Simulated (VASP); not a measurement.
# LiIrS2 (R-3m) in VASP: single point with PBE+U

Aim: the single point of LiIrS2 with PBE+U.

Program: VASP 6.6.1. These are calculated values, not measurements. Logs are shortened: lines on timing, memory, paths and dates and some standing lists are left out, and cuts for length are marked.

## Step 1: The cell of the first run

Symmetry: R-3m, No. 166, trigonal system. The conventional cell has a = 3.629 Å, b = 3.629 Å, c = 19.759 Å, α = 90.00°, β = 90.00°, γ = 120.00°. Within 4.0 Å of Li (site symmetry -3m) lie 6 S at 2.88 Å and 6 Li at 3.63 Å and 6 Ir at 3.90 Å. Ir (site symmetry -3m) has 6 S at 2.47 Å within 3.3 Å. S (site symmetry 3m) has 3 Ir at 2.47 Å and 3 Li at 2.88 Å and 3 S at 3.36 Å within 3.4 Å.

## Step 2: Single point, PBE+U, collinear spin, zero start

The input, INCAR:

```
  PREC = Accurate
  ENCUT = 520
  EDIFF = 1E-6
  ISMEAR = 0
  SIGMA = 0.05
  LREAL = F
  LASPH = T
  NELM = 150
  ALGO = Normal
  ISIF = 2
  LWAVE = F
  LCHARG = F
  ISPIN = 2
  MAGMOM = 0 0 0 0
  LORBIT = 11
  LMAXMIX = 4
  LDAU = T
  LDAUTYPE = 2
  LDAUL = -1 2 -1
  LDAUU = 0 5 0
  LDAUJ = 0 0 0
  LDAUPRINT = 1
  GGA = PE
  NBANDS = 24
```

The input, KPOINTS:

```
regular mesh
0
Gamma
  6 6 6
```

The input, POSCAR:

```
LiIrS2
1.0
    1.8142657300      1.0474668100      6.5864769200
   -1.8142657300      1.0474668100      6.5864769200
    0.0000000000     -2.0949336100      6.5864769200
Li Ir S
1 1 2
Direct
    0.5000000000      0.5000000000      0.5000000000
    0.0000000000      0.0000000000      0.0000000000
    0.2667000000      0.2667000000      0.2667000000
    0.7333000000      0.7333000000      0.7333000000
```

Potentials or basis: VASP PAW PBE potentials, release 64 (Li_sv, Ir, S).

The run is started by

```
cat potpaw_PBE.64/Li_sv/POTCAR potpaw_PBE.64/Ir/POTCAR potpaw_PBE.64/S/POTCAR > POTCAR
mpirun -np 1 vasp_std > vasp.out
```

OUTCAR:

```text
PREC = Accurate
   ENCUT = 520
   EDIFF = 1E-6
   ISMEAR = 0
   LREAL = F
   LASPH = T
   NELM = 150
   ISIF = 2
   ISPIN = 2
   LORBIT = 11
   GGA = PE

 ion  position               nearest neighbor table
   1  0.500  0.500  0.500-
   2  0.000  0.000  0.000-   4 2.47   3 2.47   4 2.47   4 2.47   3 2.47   3 2.47
   3  0.267  0.267  0.267-   2 2.47   2 2.47   2 2.47
   4  0.733  0.733  0.733-   2 2.47   2 2.47   2 2.47

  LATTYP: Found a trigonal (rhomboedric) cell.
 ALAT       =     6.9116152291
 COS(alpha) =     0.8621925541

  Lattice vectors:

 A1 = (   1.8142657300,   1.0474668100,   6.5864769200)
 A2 = (  -1.8142657300,   1.0474668100,   6.5864769200)
 A3 = (   0.0000000000,  -2.0949336100,   6.5864769200)

Analysis of symmetry for initial positions (statically):
=====================================================================
 Subroutine PRICEL returns:
 Original cell was already a primitive cell.

 Routine SETGRP: Setting up the symmetry group for a
 trigonal (rhombohedral) supercell.

 Subroutine GETGRP returns: Found 12 space group operations
 (whereof 12 operations were pure point group operations)
 out of a pool of 12 trial point group operations.

The static configuration has the point symmetry D_3d.

Analysis of symmetry for dynamics (positions and initial velocities):
=====================================================================
 Subroutine PRICEL returns:
 Original cell was already a primitive cell.

 Routine SETGRP: Setting up the symmetry group for a
 trigonal (rhombohedral) supercell.

 Subroutine GETGRP returns: Found 12 space group operations
 (whereof 12 operations were pure point group operations)
 out of a pool of 12 trial point group operations.
[... 188 lines left out ...]
  o =  0.4417  v =  0.0000  0.0000  0.0000  0.0000  0.0000  0.0000 -0.8264 -0.0000  0.0000 -0.5631      0.0000  0.0000  0.0000  0.0000  0.0000  0.0000  0.0000  0.0000  0.0000  0.0000
  o =  0.4417  v =  0.0000  0.0000  0.0000  0.0000  0.0000  0.5631  0.0000 -0.0000  0.8264 -0.0000      0.0000  0.0000  0.0000  0.0000  0.0000  0.0000  0.0000  0.0000  0.0000  0.0000
  o =  0.9526  v =  0.0000  0.0000  0.0000  0.0000  0.0000 -0.8264  0.0000 -0.0000  0.5631 -0.0000      0.0000  0.0000  0.0000  0.0000  0.0000  0.0000  0.0000  0.0000  0.0000  0.0000
  o =  0.9526  v =  0.0000  0.0000  0.0000  0.0000  0.0000  0.0000  0.5631 -0.0000  0.0000 -0.8264      0.0000  0.0000  0.0000  0.0000  0.0000  0.0000  0.0000  0.0000  0.0000  0.0000
  o =  0.9526  v = -0.8264  0.0000 -0.0000  0.5631 -0.0000  0.0000  0.0000  0.0000  0.0000  0.0000      0.0000  0.0000  0.0000  0.0000  0.0000  0.0000  0.0000  0.0000  0.0000  0.0000
  o =  0.9526  v =  0.0000  0.5631 -0.0000  0.0000 -0.8264  0.0000  0.0000  0.0000  0.0000  0.0000      0.0000  0.0000  0.0000  0.0000  0.0000  0.0000  0.0000  0.0000  0.0000  0.0000
  o =  0.9538  v =  0.0000  0.0000  1.0000  0.0000 -0.0000  0.0000  0.0000  0.0000  0.0000  0.0000      0.0000  0.0000  0.0000  0.0000  0.0000  0.0000  0.0000  0.0000  0.0000  0.0000
  o =  0.9538  v =  0.0000  0.0000  0.0000  0.0000  0.0000  0.0000  0.0000  1.0000  0.0000 -0.0000      0.0000  0.0000  0.0000  0.0000  0.0000  0.0000  0.0000  0.0000  0.0000  0.0000

 number of electron      23.9999997 magnetization       0.0000000

 Free energy of the ion-electron system (eV)
  ---------------------------------------------------
  ext. energy  EPLUGINS =         0.00000000
  ---------------------------------------------------
  free energy    TOTEN  =       -17.47953963 eV

  energy without entropy =      -17.47953963  energy(sigma->0) =      -17.47953963

 E-fermi :   3.7961     XC(G=0):  -9.6083

 val. band max:        3.4862578058   @ k =   0.1667   0.1667   0.0000
 cond. band min:       5.8131876461   @ k =   0.5000   0.1667   0.1667
 fundamental gap:      2.3269298403
 Fermi energy:         3.7961062034

 spin component 1

 k-point     1 :       0.0000    0.0000    0.0000
  band No.  band energies     occupation
      1     -42.7626      1.00000
      2      -9.6578      1.00000
      3      -8.1065      1.00000
      4      -1.9632      1.00000
      5      -0.5424      1.00000
      6      -0.5424      1.00000
[... 1289 lines left out ...]
     23      15.8353      0.00000
     24      17.1500      0.00000

 [... further k-points ...]

------------------------ aborting loop because EDIFF is reached ----------------------------------------

  FORCE on cell =-STRESS in cart. coord.  units (eV):
  Direction    XX          YY          ZZ          XY          YZ          ZX
  --------------------------------------------------------------------------------------
  -------------------------------------------------------------------------------------
  Total       -3.3302285     -3.3302285     -5.1706052      0.0000000     -0.0000000      0.0000000
  in kB      -71.0459016    -71.0459015   -110.3078377      0.0000000     -0.0000001      0.0000000
  external PRESSURE =     -84.1332136 kB  Pullay stress =       0.0000000 kB

 VOLUME and BASIS-vectors are now :
 -----------------------------------------------------------------------------
  energy-cutoff  :      520.00
  volume of cell :       75.10
      direct lattice vectors                 reciprocal lattice vectors
     1.814265730  1.047466810  6.586476920     0.275593587  0.159114032  0.050608745
    -1.814265730  1.047466810  6.586476920    -0.275593587  0.159114032  0.050608745
     0.000000000 -2.094933610  6.586476920     0.000000000 -0.318228063  0.050608746

 POSITION                                       TOTAL-FORCE (eV/Angst)
 -----------------------------------------------------------------------------------
      0.00000      0.00000      9.87972        -0.000000     -0.000000     -0.000000
      0.00000      0.00000      0.00000         0.000000      0.000000     -0.000000
      0.00000      0.00000      5.26984         0.000000      0.000000      0.700106
      0.00000      0.00000     14.48959         0.000000     -0.000000     -0.700106
 -----------------------------------------------------------------------------------
    total drift:                                0.000000      0.000000     -0.000000

  FREE ENERGIE OF THE ION-ELECTRON SYSTEM (eV)
  ---------------------------------------------------
  free  energy   TOTEN  =       -17.4795396253 eV

  energy  without entropy=      -17.4795396253  energy(sigma->0) =      -17.47953963

 total charge

# of ion       s       p       d       tot
------------------------------------------
    1        2.001   0.022   0.000   2.024
    2        0.548   0.533   7.411   8.492
    3        1.321   2.352   0.000   3.673
    4        1.321   2.352   0.000   3.673
--------------------------------------------------
tot          5.191   5.259   7.411  17.860

 magnetization (x)

# of ion       s       p       d       tot
------------------------------------------
    1        0.000  -0.000   0.000   0.000
    2        0.000   0.000   0.000   0.000
    3       -0.000  -0.000   0.000  -0.000
    4       -0.000  -0.000   0.000  -0.000
--------------------------------------------------
tot         -0.000  -0.000   0.000   0.000
```

OSZICAR:

```text
N       E                     dE             d eps       ncg     rms          rms(c)
DAV:   1     0.159950090800E+03    0.15995E+03   -0.10081E+04  3080   0.935E+02
DAV:   2    -0.255390609109E+01   -0.16250E+03   -0.14813E+03  3400   0.219E+02
DAV:   3    -0.164535258556E+02   -0.13900E+02   -0.13750E+02  5120   0.639E+01
DAV:   4    -0.168546325754E+02   -0.40111E+00   -0.39940E+00  4296   0.933E+00
DAV:   5    -0.168715059105E+02   -0.16873E-01   -0.16872E-01  4544   0.150E+00    0.211E+01
DAV:   6    -0.169928702526E+02   -0.12136E+00   -0.16347E+00  3912   0.125E+01    0.692E+00
DAV:   7    -0.172416574814E+02   -0.24879E+00   -0.60804E-01  4000   0.657E+00    0.511E+00
DAV:   8    -0.174042810382E+02   -0.16262E+00   -0.26131E-01  3768   0.456E+00    0.180E+00
DAV:   9    -0.174592762704E+02   -0.54995E-01   -0.12436E-01  3944   0.244E+00    0.160E+00
DAV:  10    -0.174776398782E+02   -0.18364E-01   -0.35668E-02  3416   0.122E+00    0.108E+00
DAV:  11    -0.174790909924E+02   -0.14511E-02   -0.40667E-03  4088   0.402E-01    0.577E-01
DAV:  12    -0.174794527200E+02   -0.36173E-03   -0.10780E-03  3664   0.221E-01    0.326E-01
DAV:  13    -0.174795390477E+02   -0.86328E-04   -0.20437E-04  3792   0.987E-02    0.144E-01
DAV:  14    -0.174795389483E+02    0.99413E-07   -0.47501E-05  3824   0.581E-02    0.261E-02
DAV:  15    -0.174795371063E+02    0.18420E-05   -0.58715E-06  4512   0.178E-02    0.149E-02
DAV:  16    -0.174795391452E+02   -0.20389E-05   -0.92625E-06  3416   0.185E-02    0.104E-02
DAV:  17    -0.174795396253E+02   -0.48012E-06   -0.95592E-07  2232   0.762E-03
   1 F= -.17479540E+02 E0= -.17479540E+02  d E =-.318058E-19  mag=     0.0000
```

Run time: 14 min. Hardware: 1 thread of Intel Xeon 8259CL, shared host; peak memory 0.55 GiB.

What came out:

* Free energy: -17.4795 eV
* Largest force: 0.700 eV/Å
* Band gap on the k mesh: 2.33 eV (least direct gap 2.41 eV)
* Net moment: 0.00 μB per cell
* Valence electrons inside the program's atomic spheres: Li 2.02; Ir 8.49; S 3.67

Forces in eV/Å, atoms in the order of the input:
```
Li   0.000  0.000  0.000
Ir   0.000  0.000  0.000
S    0.000  0.000  0.700
S    0.000  0.000 -0.700
```

Levels at points of the mesh, in eV from the valence-band top:
Spin up:
```
           k point  band 10  band 11  band 12  band 13  band 14  band 15
(0.00, 0.00, 0.00)    -0.67    -0.07    -0.07     3.55     3.55     3.74
(0.50, 0.00, 0.00)    -1.74    -1.43    -1.42     2.91     3.22     4.93
(0.50, 0.50, 0.00)    -1.61    -1.53    -1.44     3.55     3.75     4.24
(0.50, 0.50, 0.50)    -0.92    -0.10    -0.10     3.54     3.54     5.73
```
Spin down:
```csv
k point,band 10,band 11,band 12,band 13,band 14,band 15
"(0.00, 0.00, 0.00)",-0.67,-0.07,-0.07,3.55,3.55,3.74
"(0.50, 0.00, 0.00)",-1.74,-1.43,-1.42,2.91,3.22,4.93
"(0.50, 0.50, 0.00)",-1.61,-1.53,-1.44,3.55,3.75,4.24
"(0.50, 0.50, 0.50)",-0.92,-0.10,-0.10,3.54,3.54,5.73
```

Eigenvalues of the final occupation matrices:
```tsv
site	spin	trace	eigenvalues
site 2 d	1	3.74	0.44 0.44 0.95 0.95 0.95
site 2 d	2	3.74	0.44 0.44 0.95 0.95 0.95
```

Caveat: the cutoff is under 1.25 times the usual one of these potentials, so pressure, stress and relaxed cells hold a basis-set (Pulay) error; spin-orbit coupling is left out, which moves the levels of the heavy elements.
